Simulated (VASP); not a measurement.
Crystal: Fe.

```
CELL_PARAMETERS angstrom
0.00000 1.94174 1.96511
1.49844 0.00000 1.96511
1.49844 1.94174 0.00000
ATOMIC_POSITIONS crystal
Fe 0.00000 0.00000 0.00000
```

Base run:

* Program: VASP 6.6.1
* Functional: PBEsol
* Potentials or basis: VASP PAW PBE potentials, release 64 (Fe)
* Cutoff: 520 eV
* k mesh: 11 × 11 × 11
* Occupations: fermi-dirac, width 0.01 eV
* Spin: collinear spin, ferromagnetic start
* Starting moments: [3.0] μB

Its results: pressure -9.7 GPa; net moment 2.22 μB per cell; site moments Fe +2.21 μB.

The run is repeated on the same cell with these changes: occupations from fermi-dirac, width 0.01 eV to fermi-dirac, width 0.005 eV. What comes out?

Pressure -10.4 GPa; net moment 2.22 μB per cell; site moments Fe +2.21 μB.

Caveats: the PAW data sets were made with another functional, which shifts forces and pressure a little.
